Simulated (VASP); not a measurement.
# PtSe2 (C2/m) in VASP: further runs

Runs on PtSe2. Level: PBE+D3(BJ). Tasks: single point.

Everything below comes from runs of VASP 6.6.1. Logs are shortened: lines on timing, memory, paths and dates and some standing lists are left out, and cuts for length are marked.

### 1 The cell of the first run

Symmetry: C2/m, No. 12, monoclinic system. The conventional cell has a = 5.553 Å, b = 3.489 Å, c = 4.822 Å, α = 90.00°, β = 90.00°, γ = 90.00°. Pt (site symmetry 2/m) has 6 Se at 2.25 to 2.35 Å within 3.0 Å. Within 3.3 Å of Se (site symmetry m) lie 3 Pt at 2.25 to 2.35 Å and 10 Se at 2.92 to 3.28 Å.

### 2 Single point, PBE+D3(BJ) (normal strain along x -0.0750, normal strain along y -0.1500)

INCAR reads:

```
SYSTEM = PtSe2
PREC     = Accurate       ! precision mode
ENCUT    = 520            ! plane-wave cutoff, eV
EDIFF    = 1E-6           ! SCF threshold, eV
ISMEAR   = 0              ! smearing method
SIGMA    = 0.15           ! smearing width, eV
LREAL    = .False.        ! projectors in reciprocal space
LASPH    = .True.         ! aspherical terms in the spheres
NELM     = 80             ! most SCF steps
ALGO     = Normal         ! electronic algorithm
ISIF     = 2              ! what is computed and relaxed
LWAVE    = .False.        ! write WAVECAR
LCHARG   = .False.        ! write CHGCAR
GGA      = PE             ! functional
IVDW     = 12             ! dispersion correction
NBANDS   = 18             ! bands
```

KPOINTS reads:

```
regular mesh
0
Gamma
  12 12 8
  0 0 0
```

POSCAR reads:

```
PtSe2
1.0
    3.4886403814      0.0000000000      0.0000000000
   -1.7443201907      2.7762848818      0.0000000000
    0.0000000000      0.0000000000      4.8219239451
Pt Se
1 2
Direct
    0.0000000000      0.0000000000      0.0000000000
    0.3333333333      0.6666666667      0.2655211092
    0.6666666667      0.3333333333      0.7344788908
```

Potentials or basis: VASP PAW PBE potentials, release 64 (Pt, Se).

Run with:

```bash
> cat potpaw_PBE.64/Pt/POTCAR potpaw_PBE.64/Se/POTCAR > POTCAR
> mpirun -np 1 vasp_std > vasp.out
```

OUTCAR:

```text
SYSTEM = PtSe2
   PREC = Accurate
   ENCUT = 520
   EDIFF = 1E-6
   ISMEAR = 0
   LREAL = .False.
   LASPH = .True.
   NELM = 80
   ISIF = 2
   GGA = PE
   IVDW = 12
 IVDW          = 12

 ion  position               nearest neighbor table
   1  0.000  0.000  0.000-   2 2.25   3 2.25   3 2.35   2 2.35   3 2.35   2 2.35
   2  0.333  0.667  0.266-   1 2.25   1 2.35   1 2.35
   3  0.667  0.333  0.734-   1 2.25   1 2.35   1 2.35

  Warning from LATTYP: Monoclinic adjustment (A1->A3, A2->A1, A3->A2)!
  LATTYP: Found a base centered orthorhombic cell.
 ALAT       =     3.4886403814
 B/A-ratio  =     1.5916142556
 C/A-ratio  =     1.3821785618

  Lattice vectors:

 A1 = (   1.7443201907,  -2.7762848818,   0.0000000000)
 A2 = (   1.7443201907,   2.7762848818,   0.0000000000)
 A3 = (   0.0000000000,   0.0000000000,   4.8219239451)

Analysis of symmetry for initial positions (statically):
=====================================================================
 Subroutine PRICEL returns:
 Original cell was already a primitive cell.

 Routine SETGRP: Setting up the symmetry group for a
 base centered orthorhombic supercell.

 Subroutine GETGRP returns: Found  4 space group operations
 (whereof  4 operations were pure point group operations)
 out of a pool of  8 trial point group operations.

The static configuration has the point symmetry C_2h.

Analysis of symmetry for dynamics (positions and initial velocities):
=====================================================================
 Subroutine PRICEL returns:
 Original cell was already a primitive cell.

 Routine SETGRP: Setting up the symmetry group for a
 base centered orthorhombic supercell.

 Subroutine GETGRP returns: Found  4 space group operations
 (whereof  4 operations were pure point group operations)
 out of a pool of  8 trial point group operations.

The dynamic configuration has the point symmetry C_2h.

 Subroutine INISYM returns: Found  4 space group operations
 (whereof  4 operations are pure point group operations),
 and found     1 'primitive' translations

----------------------------------------------------------------------------------------

                                     Primitive cell

  volume of cell :      46.7025

  direct lattice vectors                    reciprocal lattice vectors
     3.488640381  0.000000000  0.000000000     0.286644621  0.180096792  0.000000000
    -1.744320191  2.776284882  0.000000000     0.000000000  0.360193583  0.000000000
     0.000000000  0.000000000  4.821923945     0.000000000  0.000000000  0.207386100

  length of vectors
[... 86 lines left out ...]
   EDIFFG = 0.1E-04   stopping-criterion for IOM
   NSW    =      0    number of steps for IOM
   IBRION =     -1    ionic relax: 0-MD 1-quasi-New 2-CG
   NFREE  =      0    steps in history (QN), initial steepest desc. (CG)
   ISIF   =      2    stress and relaxation
   ISYM   =      2    0-nonsym 1-usesym 2-fastsym
   POTIM  = 0.5000    time-step for ionic-motion
   TEBEG  =    0.0;   TEEND  =   0.0 temperature during run
   PSTRESS=    0.0 pullay stress
   NELECT =      22.0000    total number of electrons
   NUPDOWN=      -1.0000    fix difference up-down
   EMIN   =  10.00;   EMAX   =-10.00  energy-range for DOS
   EFERMI =   0.00;   METHOD = LEGACY
   ISMEAR =     0;   SIGMA  =   0.15  broadening in eV -4-tet -1-fermi 0-gaus
   EFERMI_NEDOS =   21; number of points for ismear=-14 and -15
   IALGO  =     38    algorithm
   IMIX   =      4    mixing-type and parameters
     AMIX     =   0.40;   BMIX     =  1.00
     AMIX_MAG =   1.60;   BMIX_MAG =  1.00
  volume/ion in A,a.u.               =      15.57       105.05
  Fermi-wavevector in a.u.,A,eV,Ry     =   1.273803  2.407138 22.076453  1.622574
  Thomas-Fermi vector in A             =   2.406606
   LORBIT       =      0    0 simple, 1 ext, 2 COOP (PROOUT), +10 PAW based schemes
   GGA     = PE    functional components
   LHFCALC =     F    Hartree Fock is set to
   AEXX    =    0.0000 exact exchange contribution
   IVDW    =    12    specifies the selected vdW correction
   LEPSILON=     F    determine dielectric tensor
   LRPA    =     F    only Hartree local field effects (RPA)
 non-spin polarized calculation
 Gauss-broadening in eV      SIGMA  =   0.15
  energy-cutoff  :      520.00
  volume of cell :       46.70
 maximum number of plane-waves:      1284
 NGX is ok and might be reduce to    28
   NGX = 13   NGY = 13   NGZ = 17

 number of electron      22.0000000 magnetization

 Free energy of the ion-electron system (eV)
  ---------------------------------------------------
  ext. energy  EPLUGINS =         0.00000000
  ---------------------------------------------------
  free energy    TOTEN  =       -11.38015221 eV

  energy without entropy =      -11.37049742  energy(sigma->0) =      -11.37532481

 E-fermi :  10.6036     XC(G=0): -12.0235

 val. band max:       10.5941113468   @ k =   0.0833   0.0833   0.3750
 cond. band min:      10.6062330114   @ k =   0.0000  -0.0833   0.2500
 fundamental gap:      0.0121216646
 Fermi energy:        10.6035699690

 k-point     1 :       0.0000    0.0000    0.0000
  band No.  band energies     occupation
      1      -7.6883      2.00000
      2      -3.5343      2.00000
      3       0.5765      2.00000
      4       2.1718      2.00000
      5       2.4175      2.00000
      6       4.8445      2.00000
[... 481 lines left out ...]
      5       3.0807      2.00000
      6       4.3963      2.00000
[... 10 lines left out ...]
     17      20.7018      0.00000
     18      21.7498      0.00000

 [... further k-points ...]

------------------------ aborting loop because EDIFF is reached ----------------------------------------

 Edisp (eV)   -1.87133

 E8    (eV) :    -0.8006

  FORCE on cell =-STRESS in cart. coord.  units (eV):
  Direction    XX          YY          ZZ          XY          YZ          ZX
  --------------------------------------------------------------------------------------
  -------------------------------------------------------------------------------------
  Total      17.38574    24.62514    13.86453     0.00000     4.62058     0.00000
  in kB     596.43506   844.78997   475.63635     0.00000   158.51345     0.00000
  external pressure =      638.95 kB  Pullay stress =        0.00 kB

 VOLUME and BASIS-vectors are now :
 -----------------------------------------------------------------------------
  energy-cutoff  :      520.00
  volume of cell :       46.70
      direct lattice vectors                 reciprocal lattice vectors
     3.488640381  0.000000000  0.000000000     0.286644621  0.180096792  0.000000000
    -1.744320191  2.776284882  0.000000000     0.000000000  0.360193583  0.000000000
     0.000000000  0.000000000  4.821923945     0.000000000  0.000000000  0.207386100

 POSITION                                       TOTAL-FORCE (eV/Angst)
 -----------------------------------------------------------------------------------
      0.00000      0.00000      0.00000         0.000000      0.000000      0.000000
     -0.00000      1.85086      1.28032        -0.000000      1.398775      4.251315
      1.74432      0.92543      3.54160        -0.000000     -1.398775     -4.251315
 -----------------------------------------------------------------------------------
    total drift:                               -0.000000      0.000000      0.000000

  FREE ENERGIE OF THE ION-ELECTRON SYSTEM (eV)
  ---------------------------------------------------
  free  energy   TOTEN  =       -13.2514829291 eV

  energy  without entropy=      -13.2418281383  energy(sigma->0) =      -13.24665553
```

Wall time 3.1 min (1 thread of Intel Xeon 6975P-C (Granite Rapids), shared host); peak memory 0.38 GiB.

Results:

```
Free energy                : -13.2515 eV
Pressure                   : 63.9 GPa
Largest force              : 4.476 eV/Å
Band gap on the k mesh     : zero (bands 11 and 12 overlap by 0.86 eV)
Dispersion energy per atom : -0.624 eV
```

Forces on the atoms (eV/Å):
```
Pt   0.000  0.000  0.000
Se   0.000  1.399  4.251
Se   0.000 -1.399 -4.251
```

Caveat: the cell differs from its parent crystal (normal strain along x -0.0750, normal strain along y -0.1500); the cell stands under pressure; spin-orbit coupling is left out, which moves the levels of the heavy elements; forces of over 1 eV/Å act on the atoms, so gaps and moduli don't describe the material at rest.

### 3 Single point, PBE+D3(BJ) (normal strain along x -0.1500, normal strain along y -0.0750)

INCAR reads:

```
SYSTEM = PtSe2
PREC = Accurate
ENCUT = 520
EDIFF = 1E-6
ISMEAR = 0
SIGMA = 0.15
LREAL = .False.
LASPH = .True.
NELM = 80
ALGO = Normal
ISIF = 2
LWAVE = .False.
LCHARG = .True.
GGA = PE
IVDW = 12
LELF = .True.
LVHAR = .True.
NBANDS = 18
```

KPOINTS reads:

```
Automatic mesh
0
Gamma
  12 12 8
  0 0 0
```

POSCAR reads:

```
PtSe2
1.0
    3.2057776477      0.0000000000      0.0000000000
   -1.6028888239      3.0212511949      0.0000000000
    0.0000000000      0.0000000000      4.8219239451
Pt Se
1 2
Direct
    0.0000000000      0.0000000000      0.0000000000
    0.3333333333      0.6666666667      0.2655211092
    0.6666666667      0.3333333333      0.7344788908
```

Potentials or basis: VASP PAW PBE potentials, release 64 (Pt, Se).

Run with:

```bash
> cat potpaw_PBE.64/Pt/POTCAR potpaw_PBE.64/Se/POTCAR > POTCAR
> mpirun -np 1 vasp_std > vasp.out
```

It took 2.6 min on 1 thread of Intel Xeon 6975P-C (Granite Rapids), shared host; peak memory 0.38 GiB.

Results (log left out):

* Free energy: -13.2630 eV
* Pressure: 63.8 GPa
* Largest force: 4.400 eV/Å
* Band gap on the k mesh: zero (bands 11 and 12 overlap by 0.85 eV)
* Dispersion energy per atom: -0.624 eV

Forces in eV/Å, atoms in the order of the input:
```
Pt   0.000  0.000  0.000
Se   0.000 -1.211  4.230
Se   0.000  1.211 -4.230
```

Stress tensor (GPa, compression positive):
```
 83.14   0.00   0.00
  0.00  60.91 -14.00
  0.00 -14.00  47.31
```

Levels at points of the mesh, in eV from the Fermi level:
```
           k point  band 9  band 10  band 11  band 12  band 13  band 14
(0.00, 0.00, 0.00)   -1.39    -0.62     0.52     1.39     1.97     3.26
(0.50, 0.00, 0.00)   -4.60    -4.29    -3.29     0.65     3.16     5.25
(0.00, 0.50, 0.00)   -4.24    -3.57    -3.55     0.30     3.55     6.23
(0.00, 0.00, 0.50)   -2.07    -1.46    -1.35     2.89     3.46     4.47
(0.50, 0.00, 0.50)   -3.65    -3.49    -1.98     0.60     2.92     3.61
(0.00, 0.50, 0.50)   -4.16    -2.45    -1.72     1.24     2.56     4.05
```

Caveat: the cell differs from its parent crystal (normal strain along x -0.1500, normal strain along y -0.0750); the cell stands under pressure; spin-orbit coupling is left out, which moves the levels of the heavy elements; forces of over 1 eV/Å act on the atoms, so gaps and moduli don't describe the material at rest.

(Part 1 of 2 ends here.)
